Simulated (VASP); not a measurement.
# C (a cell with a defect) in VASP: single point with PBE+D3(BJ)

Aim: the single point of C (a cell with a defect) with PBE+D3(BJ).

All numbers are computed with VASP 6.6.1; they aren't measurements. Logs are shortened: lines on timing, memory, paths and dates and some standing lists are left out, and cuts for length are marked.

### Step 1. The cell of the first run

The cell holds a defect, 33 atoms: a = 6.522 Å, b = 6.522 Å, c = 6.799 Å, α = 90.00°, β = 90.00°, γ = 98.24°.

### Step 2. Single point, PBE+D3(BJ)

INCAR

```
SYSTEM = C
PREC = Accurate
ENCUT = 520
EDIFF = 1E-6
ISMEAR = 0
SIGMA = 0.1
LREAL = Auto
LASPH = .TRUE.
NELM = 100
ALGO = Normal
ISIF = 2
LWAVE = .FALSE.
LCHARG = .TRUE.
GGA = PE
IVDW = 12
LELF = .TRUE.
LVHAR = .TRUE.
NBANDS = 88
```

KPOINTS

```
Automatic mesh
0
Gamma
  4 4 4
  0.5 0.5 0.5
```

POSCAR

```
C
1.0
   -4.9310759936     -4.2682922371      0.0000000000
    4.9310759936     -4.2682922371      0.0000000000
    0.0000000000      0.0000000000      6.7989836733
C
33
Direct
    0.4168186157      0.1666168338      0.7209896707
    0.0483092550      0.0434419603      0.7195607807
    0.6607646076      0.9117980538      0.7460469452
    0.5420367779      0.5410586952      0.7196616781
    0.1684724901      0.4195598799      0.7238261241
    0.7922690261      0.2994694823      0.7194788567
    0.2899447424      0.7931809536      0.7197975808
    0.9154525234      0.6678903277      0.7208052314
    0.6666252115      0.4164688559      0.2566686558
    0.2916974759      0.2914985336      0.2536276130
    0.9172895971      0.1672427504      0.2670124076
    0.7910381355      0.7911888126      0.2638273728
    0.4164040626      0.6663882448      0.2568491239
    0.0414884684      0.5416649011      0.2536330550
    0.5412238040      0.0410481825      0.2638092818
    0.1664964887      0.9166074188      0.2567423432
    0.8331649341      0.5832868139      0.2567029256
    0.4582762938      0.4580805962      0.2535417178
    0.0833748305      0.3333768588      0.2570137073
    0.9586002393      0.9587359095      0.2639051785
    0.5825702151      0.8325036985      0.2667713422
    0.2081108773      0.7082877156      0.2535892249
    0.7087293379      0.2085675065      0.2638809102
    0.3333059709      0.0831392726      0.2566945420
    0.5851722249      0.3350093798      0.7209070113
    0.2107222302      0.2097522594      0.7199348072
    0.8398391771      0.0910385087      0.7464583302
    0.7083808632      0.7034336671      0.7191111547
    0.3322154221      0.5833350564      0.7236971342
    0.9585997961      0.4618059922      0.7197986104
    0.4523679330      0.9595274259      0.7194085521
    0.0838900636      0.8363264497      0.7209506943
    0.7504269908      0.0007064420     -0.0639922113
```

Potentials or basis: VASP PAW PBE potentials, release 64 (C).

Launch:

```
cat potpaw_PBE.64/C/POTCAR > POTCAR
mpirun -np 1 vasp_std > vasp.out
```

OUTCAR:

```text
SYSTEM = C
   PREC = Accurate
   ENCUT = 520
   EDIFF = 1E-6
   ISMEAR = 0
   LREAL = Auto
   LASPH = .TRUE.
   NELM = 100
   ISIF = 2
   GGA = PE
   IVDW = 12
 IVDW          = 12

 ion  position               nearest neighbor table
   1  0.417  0.167  0.721-  31 1.40  26 1.41  25 1.44
   2  0.048  0.043  0.720-  32 1.40  26 1.40  27 1.45
   3  0.661  0.912  0.746-  28 1.45  31 1.45  33 1.50  27 1.53
   4  0.542  0.541  0.720-  28 1.40  25 1.41  29 1.43
   5  0.168  0.420  0.724-  29 1.40  26 1.43  30 1.43
   6  0.792  0.299  0.719-  25 1.40  30 1.40  27 1.45
   7  0.290  0.793  0.720-  31 1.40  32 1.41  29 1.43
   8  0.915  0.668  0.721-  28 1.40  30 1.41  32 1.44
   9  0.667  0.416  0.257-  23 1.42  17 1.42  18 1.42
[... 15 lines left out ...]
  25  0.585  0.335  0.721-   6 1.40   4 1.41   1 1.44
  26  0.211  0.210  0.720-   2 1.40   1 1.41   5 1.43
  27  0.840  0.091  0.746-   6 1.45   2 1.45  33 1.50   3 1.53
  28  0.708  0.703  0.719-   8 1.40   4 1.40   3 1.45
  29  0.332  0.583  0.724-   5 1.40   4 1.43   7 1.43
  30  0.959  0.462  0.720-   6 1.40   8 1.41   5 1.43
  31  0.452  0.960  0.719-   1 1.40   7 1.40   3 1.45
  32  0.084  0.836  0.721-   2 1.40   7 1.41   8 1.44
  33  0.750  0.001  0.936-   3 1.50  27 1.50

  LATTYP: Found a base centered orthorhombic cell.
 ALAT       =     8.5365844742
 B/A-ratio  =     1.1552807820
 C/A-ratio  =     0.7964524563

  Lattice vectors:

 A1 = (  -4.9310759936,  -4.2682922371,   0.0000000000)
 A2 = (   4.9310759936,  -4.2682922371,   0.0000000000)
 A3 = (   0.0000000000,   0.0000000000,   6.7989836733)

Analysis of symmetry for initial positions (statically):
=====================================================================
 Subroutine PRICEL returns:
 Original cell was already a primitive cell.

 Routine SETGRP: Setting up the symmetry group for a
 base centered orthorhombic supercell.

 Subroutine GETGRP returns: Found  1 space group operations
 (whereof  1 operations were pure point group operations)
 out of a pool of  8 trial point group operations.

The static configuration has the point symmetry C_1 .

Analysis of symmetry for dynamics (positions and initial velocities):
=====================================================================
 Subroutine PRICEL returns:
 Original cell was already a primitive cell.

 Routine SETGRP: Setting up the symmetry group for a
 base centered orthorhombic supercell.

 Subroutine GETGRP returns: Found  1 space group operations
 (whereof  1 operations were pure point group operations)
 out of a pool of  8 trial point group operations.

The dynamic configuration has the point symmetry C_1 .

 Subroutine INISYM returns: Found  1 space group operations
 (whereof  1 operations are pure point group operations),
 and found     1 'primitive' translations

[... 167 lines left out ...]
   NELECT =     132.0000    total number of electrons
   NUPDOWN=      -1.0000    fix difference up-down
   EMIN   =  10.00;   EMAX   =-10.00  energy-range for DOS
   EFERMI =   0.00;   METHOD = LEGACY
   ISMEAR =     0;   SIGMA  =   0.10  broadening in eV -4-tet -1-fermi 0-gaus
   EFERMI_NEDOS =   21; number of points for ismear=-14 and -15
   IALGO  =     38    algorithm
   IMIX   =      4    mixing-type and parameters
     AMIX     =   0.40;   BMIX     =  1.00
     AMIX_MAG =   1.60;   BMIX_MAG =  1.00
  volume/ion in A,a.u.               =       8.67        58.53
  Fermi-wavevector in a.u.,A,eV,Ry     =   1.264861  2.390241 21.767604  1.599874
  Thomas-Fermi vector in A             =   2.398144
   LORBIT       =      0    0 simple, 1 ext, 2 COOP (PROOUT), +10 PAW based schemes
   GGA     = PE    functional components
   LHFCALC =     F    Hartree Fock is set to
   AEXX    =    0.0000 exact exchange contribution
   IVDW    =    12    specifies the selected vdW correction
   LEPSILON=     F    determine dielectric tensor
   LRPA    =     F    only Hartree local field effects (RPA)
 non-spin polarized calculation
 Gauss-broadening in eV      SIGMA  =   0.10
  energy-cutoff  :      520.00
  volume of cell :      286.20
 maximum number of plane-waves:      7728
 NGX is ok and might be reduce to    50
   NGX = 25   NGY = 25   NGZ = 25

 number of electron     131.9999997 magnetization

 Free energy of the ion-electron system (eV)
  ---------------------------------------------------
  ext. energy  EPLUGINS =         0.00000000
  ---------------------------------------------------
  free energy    TOTEN  =      -296.81146469 eV

  energy without entropy =     -296.80034952  energy(sigma->0) =     -296.80590711

 E-fermi :   4.7045     XC(G=0): -10.4172

 val. band max:        4.6966889177   @ k =   0.3750  -0.3750   0.3750
 cond. band min:       4.7341630625   @ k =  -0.3750   0.3750   0.1250
 fundamental gap:      0.0374741448
 Fermi energy:         4.7044720217

 k-point     1 :       0.1250    0.1250    0.1250
  band No.  band energies     occupation
      1     -15.2691      2.00000
      2     -14.5587      2.00000
      3     -13.6067      2.00000
      4     -13.0057      2.00000
      5     -12.7450      2.00000
      6     -12.6864      2.00000
[... 1933 lines left out ...]
     77      10.0047      0.00000
     78      10.1539      0.00000

 [... further k-points ...]

 [bands above 78 left out]

------------------------ aborting loop because EDIFF is reached ----------------------------------------

 Edisp (eV)   -5.17785

 E8    (eV) :    -1.4699

  FORCE on cell =-STRESS in cart. coord.  units (eV):
  Direction    XX          YY          ZZ          XY          YZ          ZX
  --------------------------------------------------------------------------------------
  -------------------------------------------------------------------------------------
  Total       8.22062     8.68628     6.71346    -0.01136    -0.03649    -0.00876
  in kB      46.01988    48.62667    37.58261    -0.06360    -0.20427    -0.04902
  external pressure =       44.08 kB  Pullay stress =        0.00 kB

 VOLUME and BASIS-vectors are now :
 -----------------------------------------------------------------------------
  energy-cutoff  :      520.00
  volume of cell :      286.20
      direct lattice vectors                 reciprocal lattice vectors
    -4.931075994 -4.268292237  0.000000000    -0.101397748 -0.117142869  0.000000000
     4.931075994 -4.268292237  0.000000000     0.101397748 -0.117142869  0.000000000
     0.000000000  0.000000000  6.798983673     0.000000000  0.000000000  0.147080806

 POSITION                                       TOTAL-FORCE (eV/Angst)
 -----------------------------------------------------------------------------------
     -1.23376     -2.49027      4.90200        -0.017227      0.005388      0.001445
     -0.02400     -0.39162      4.89228         0.000205      0.013174     -0.005550
      1.23787     -6.71216      5.07236         0.012226      0.044904     -0.040102
     -0.00482     -4.62297      4.89297         0.007990     -0.003800      0.000873
      1.23813     -2.50989      4.92128         0.012383     -0.005012     -0.002180
     -2.43003     -4.65986      4.89172        -0.011125      0.014563      0.000706
[... 25 lines left out ...]
      3.71032     -3.92775      4.90173         0.011870      0.006028     -0.002204
     -3.69693     -3.20606      6.36390         0.006740     -0.004667      0.100263
 -----------------------------------------------------------------------------------
    total drift:                               -0.014417      0.015075      0.023474

  FREE ENERGIE OF THE ION-ELECTRON SYSTEM (eV)
  ---------------------------------------------------
  free  energy   TOTEN  =      -301.9893150220 eV

  energy  without entropy=     -301.9781998457  energy(sigma->0) =     -301.98375743
```

OSZICAR:

```text
N       E                     dE             d eps       ncg     rms          rms(c)
DAV:   1     0.561277214104E+03    0.56128E+03   -0.67953E+04  5632   0.141E+03
DAV:   2    -0.262337671530E+03   -0.82361E+03   -0.78434E+03  6904   0.299E+02
DAV:   3    -0.314707586952E+03   -0.52370E+02   -0.51718E+02  6696   0.755E+01
DAV:   4    -0.315867715190E+03   -0.11601E+01   -0.11565E+01  7176   0.118E+01
DAV:   5    -0.315904144072E+03   -0.36429E-01   -0.36405E-01  7280   0.197E+00    0.257E+01
DAV:   6    -0.301268026928E+03    0.14636E+02   -0.15311E+01  6456   0.111E+01    0.150E+01
DAV:   7    -0.296742006116E+03    0.45260E+01   -0.14786E+01  6472   0.109E+01    0.427E+00
DAV:   8    -0.296798793942E+03   -0.56788E-01   -0.53156E-01  6664   0.228E+00    0.221E+00
DAV:   9    -0.296809745216E+03   -0.10951E-01   -0.81688E-02  6496   0.932E-01    0.199E-01
DAV:  10    -0.296810541760E+03   -0.79654E-03   -0.52169E-03  6608   0.229E-01    0.107E-01
DAV:  11    -0.296811276591E+03   -0.73483E-03   -0.10191E-03  6440   0.109E-01    0.424E-02
DAV:  12    -0.296811438564E+03   -0.16197E-03   -0.20199E-04  6456   0.478E-02    0.183E-02
DAV:  13    -0.296811463382E+03   -0.24818E-04   -0.48101E-05  6432   0.261E-02    0.625E-03
DAV:  14    -0.296811464523E+03   -0.11402E-05   -0.10447E-05  6672   0.108E-02    0.219E-03
DAV:  15    -0.296811464694E+03   -0.17122E-06   -0.13418E-06  4336   0.409E-03
   1 F= -.30198932E+03 E0= -.30198376E+03  d E =-.111152E-01
```

Wall time 35 min (1 thread of Oxide Virtual Turin-like, shared host); peak memory 0.6 GiB.

Results:

```yaml
Free_energy: -301.9893 eV
Pressure: 4.4 GPa
Largest_force: 0.101 eV/Å
Band_gap_on_the_k_mesh: zero (bands 66 and 67 overlap by 0.04 eV)
Dispersion_energy_per_atom: -0.157 eV
```

Forces in eV/Å, atoms in the order of the input:
```
C   -0.017  0.005  0.001
C    0.000  0.013 -0.006
C    0.012  0.045 -0.040
C    0.008 -0.004  0.001
C    0.012 -0.005 -0.002
C   -0.011  0.015  0.001
C   -0.013  0.001 -0.006
C   -0.001 -0.007 -0.003
C    0.008  0.004  0.002
C   -0.005  0.008 -0.002
C    0.012  0.009  0.003
C   -0.010 -0.004 -0.001
C   -0.004 -0.002  0.004
C    0.005 -0.009  0.000
C   -0.005  0.010 -0.005
C    0.009  0.003  0.000
C   -0.001  0.001 -0.001
C   -0.002 -0.004  0.001
C    0.000 -0.001  0.004
C    0.002 -0.001 -0.002
C    0.010  0.002  0.001
C    0.000  0.011 -0.001
C   -0.007 -0.018 -0.003
C    0.000 -0.007  0.003
C   -0.010  0.001  0.000
C    0.002  0.003  0.002
C   -0.006 -0.054 -0.041
C    0.002 -0.003 -0.006
C   -0.002  0.011 -0.001
C   -0.002 -0.014  0.003
C   -0.003 -0.007 -0.003
C    0.012  0.006 -0.002
C    0.007 -0.005  0.100
```

Stress tensor (GPa, compression positive):
```
 4.60 -0.01  0.00
-0.01  4.86 -0.02
 0.00 -0.02  3.76
```

The gap in the log of VASP goes by the Fermi energy; the results here count the filled bands.